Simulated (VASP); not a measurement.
# MgO (Fm-3m) in VASP: single point with PBE

Aim: the single point of MgO with PBE.

Everything below comes from runs of VASP 6.6.1. Logs are shortened: lines on timing, memory, paths and dates and some standing lists are left out, and cuts for length are marked.

## 1. The cell of the first run

Symmetry: Fm-3m, No. 225, cubic system. The conventional cell has a = 4.212 Å, b = 4.212 Å, c = 4.212 Å, α = 90.00°, β = 90.00°, γ = 90.00°. Within 2.8 Å of Mg (site symmetry m-3m) lie 6 O at 2.11 Å. Within 2.8 Å of O (site symmetry m-3m) lie 6 Mg at 2.11 Å.

## 2. Single point, PBE

Contents of INCAR:

```
SYSTEM = MgO
  PREC = Accurate
  ENCUT = 600
  EDIFF = 1E-6
  ISMEAR = 0
  SIGMA = 0.01
  LREAL = .FALSE.
  LASPH = .TRUE.
  NELM = 120
  ALGO = Normal
  ISIF = 2
  LWAVE = .FALSE.
  LCHARG = .FALSE.
  GGA = PE
  NBANDS = 11
  GGA_COMPAT = .FALSE.
```

Contents of KPOINTS:

```
regular mesh
0
G
  6 6 6
  0 0 0
```

Contents of POSCAR:

```
MgO
1.0
    0.0000000000      2.1060000000      2.1060000000
    2.1060000000      0.0000000000      2.1060000000
    2.1060000000      2.1060000000      0.0000000000
Mg O
1 1
Direct
    0.0000000000      0.0000000000      0.0000000000
    0.5000000000      0.5000000000      0.5000000000
```

Potentials or basis: VASP PAW PBE potentials, release 64 (Mg, O).

Command:

```bash
$ cat potpaw_PBE.64/Mg/POTCAR potpaw_PBE.64/O/POTCAR > POTCAR
$ mpirun -np 1 vasp_std > vasp.out
```

OUTCAR:

```text
SYSTEM = MgO
   PREC = Accurate
   ENCUT = 600
   EDIFF = 1E-6
   ISMEAR = 0
   LREAL = .FALSE.
   LASPH = .TRUE.
   NELM = 120
   ISIF = 2
   GGA = PE

 ion  position               nearest neighbor table
   1  0.000  0.000  0.000-   2 2.11   2 2.11   2 2.11   2 2.11   2 2.11   2 2.11
   2  0.500  0.500  0.500-   1 2.11   1 2.11   1 2.11   1 2.11   1 2.11   1 2.11

  LATTYP: Found a face centered cubic cell.
 ALAT       =     4.2120000000

  Lattice vectors:

 A1 = (   0.0000000000,   2.1060000000,   2.1060000000)
 A2 = (   2.1060000000,   0.0000000000,   2.1060000000)
 A3 = (   2.1060000000,   2.1060000000,   0.0000000000)

Analysis of symmetry for initial positions (statically):
=====================================================================
 Subroutine PRICEL returns:
 Original cell was already a primitive cell.

 Routine SETGRP: Setting up the symmetry group for a
 face centered cubic supercell.

 Subroutine GETGRP returns: Found 48 space group operations
 (whereof 48 operations were pure point group operations)
 out of a pool of 48 trial point group operations.

The static configuration has the point symmetry O_h .

Analysis of symmetry for dynamics (positions and initial velocities):
=====================================================================
 Subroutine PRICEL returns:
 Original cell was already a primitive cell.

 Routine SETGRP: Setting up the symmetry group for a
 face centered cubic supercell.

 Subroutine GETGRP returns: Found 48 space group operations
 (whereof 48 operations were pure point group operations)
 out of a pool of 48 trial point group operations.

The dynamic configuration has the point symmetry O_h .

 Subroutine INISYM returns: Found 48 space group operations
 (whereof 48 operations are pure point group operations),
 and found     1 'primitive' translations

----------------------------------------------------------------------------------------

                                     Primitive cell

  volume of cell :      18.6812

  direct lattice vectors                    reciprocal lattice vectors
     0.000000000  2.106000000  2.106000000    -0.237416904  0.237416904  0.237416904
     2.106000000  0.000000000  2.106000000     0.237416904 -0.237416904  0.237416904
     2.106000000  2.106000000  0.000000000     0.237416904  0.237416904 -0.237416904

  length of vectors
     2.978333762  2.978333762  2.978333762     0.411218140  0.411218140  0.411218140

  position of ions in fractional coordinates (direct lattice)
     0.000000000  0.000000000  0.000000000
     0.500000000  0.500000000  0.500000000

  ion indices of the primitive-cell ions
[... 76 lines left out ...]
   PSTRESS=    0.0 pullay stress
   NELECT =       8.0000    total number of electrons
   NUPDOWN=      -1.0000    fix difference up-down
   EMIN   =  10.00;   EMAX   =-10.00  energy-range for DOS
   EFERMI =   0.00;   METHOD = LEGACY
   ISMEAR =     0;   SIGMA  =   0.01  broadening in eV -4-tet -1-fermi 0-gaus
   EFERMI_NEDOS =   21; number of points for ismear=-14 and -15
   IALGO  =     38    algorithm
   IMIX   =      4    mixing-type and parameters
     AMIX     =   0.40;   BMIX     =  1.00
     AMIX_MAG =   1.60;   BMIX_MAG =  1.00
  volume/ion in A,a.u.               =       9.34        63.03
  Fermi-wavevector in a.u.,A,eV,Ry     =   1.233966  2.331857 20.717205  1.522672
  Thomas-Fermi vector in A             =   2.368675
   LORBIT       =      0    0 simple, 1 ext, 2 COOP (PROOUT), +10 PAW based schemes
   GGA     = PE    functional components
   LHFCALC =     F    Hartree Fock is set to
   AEXX    =    0.0000 exact exchange contribution
   IVDW    =     0    specifies the selected vdW correction
   LEPSILON=     F    determine dielectric tensor
   LRPA    =     F    only Hartree local field effects (RPA)
 non-spin polarized calculation
 Gauss-broadening in eV      SIGMA  =   0.01
  energy-cutoff  :      600.00
  volume of cell :       18.68
 maximum number of plane-waves:       636
   NGX = 11   NGY = 11   NGZ = 11

 number of electron       8.0000005 magnetization

 Free energy of the ion-electron system (eV)
  ---------------------------------------------------
  ext. energy  EPLUGINS =         0.00000000
  ---------------------------------------------------
  free energy    TOTEN  =       -11.90855908 eV

  energy without entropy =      -11.90855908  energy(sigma->0) =      -11.90855908

 E-fermi :   3.2313     XC(G=0): -11.0783

 val. band max:        3.1860199354   @ k =   0.0000   0.0000   0.0000
 cond. band min:       7.9138182169   @ k =   0.0000   0.0000   0.0000
 fundamental gap:      4.7277982815
 Fermi energy:         3.2313340294

 k-point     1 :       0.0000    0.0000    0.0000
  band No.  band energies     occupation
      1     -14.0768      2.00000
      2       3.1860      2.00000
      3       3.1860      2.00000
      4       3.1860      2.00000
      5       7.9138      0.00000
      6      18.9880      0.00000
      7      18.9880      0.00000
      8      18.9880      0.00000
      9      22.9036      0.00000
     10      24.6791      0.00000
     11      24.6791      0.00000
[... 197 lines left out ...]
 k-point    16 :      -0.3333    0.5000    0.1667
  band No.  band energies     occupation
      1     -12.4955      2.00000
      2      -0.3721      2.00000
      3       0.9453      2.00000
      4       1.5179      2.00000
      5      13.7373      0.00000
      6      14.6020      0.00000
      7      15.6642      0.00000
      8      19.6840      0.00000
      9      23.3695      0.00000
     10      27.8382      0.00000
     11      29.3799      0.00000

------------------------ aborting loop because EDIFF is reached ----------------------------------------

  FORCE on cell =-STRESS in cart. coord.  units (eV):
  Direction    XX          YY          ZZ          XY          YZ          ZX
  --------------------------------------------------------------------------------------
  -------------------------------------------------------------------------------------
  Total        0.4316236      0.4316236      0.4316236     -0.0000000     -0.0000000      0.0000000
  in kB       37.0178093     37.0178093     37.0178093     -0.0000000     -0.0000000      0.0000000
  external PRESSURE =      37.0178093 kB  Pullay stress =       0.0000000 kB

 VOLUME and BASIS-vectors are now :
 -----------------------------------------------------------------------------
  energy-cutoff  :      600.00
  volume of cell :       18.68
      direct lattice vectors                 reciprocal lattice vectors
     0.000000000  2.106000000  2.106000000    -0.237416904  0.237416904  0.237416904
     2.106000000  0.000000000  2.106000000     0.237416904 -0.237416904  0.237416904
     2.106000000  2.106000000  0.000000000     0.237416904  0.237416904 -0.237416904

 POSITION                                       TOTAL-FORCE (eV/Angst)
 -----------------------------------------------------------------------------------
      0.00000      0.00000      0.00000         0.000000      0.000000     -0.000000
      2.10600      2.10600      2.10600        -0.000000     -0.000000      0.000000
 -----------------------------------------------------------------------------------
    total drift:                               -0.000000     -0.000000      0.000000

  FREE ENERGIE OF THE ION-ELECTRON SYSTEM (eV)
  ---------------------------------------------------
  free  energy   TOTEN  =       -11.9085590789 eV

  energy  without entropy=      -11.9085590789  energy(sigma->0) =      -11.90855908
```

It took 2.2 s on 1 thread of Intel Xeon 6975P-C (Granite Rapids), shared host; peak memory 0.13 GiB.

Results:

```
Free energy            : -11.9086 eV
Pressure               : 3.7 GPa
Band gap on the k mesh : 4.73 eV, direct
```

Levels at points of the mesh, in eV from the valence-band top:
```tsv
k point	band 2	band 3	band 4	band 5	band 6	band 7
(0.00, 0.00, 0.00)	0.00	0.00	0.00	4.73	15.80	15.80
(0.50, 0.00, 0.00)	-4.62	-0.65	-0.65	7.90	12.61	16.31
(0.50, 0.50, 0.00)	-4.08	-1.35	-1.35	9.12	9.97	13.10
```

Caveat: the k points lie up to 0.43 Å⁻¹ apart. Expect the measured gap to be larger: semilocal functionals such as PBE lack the derivative discontinuity.
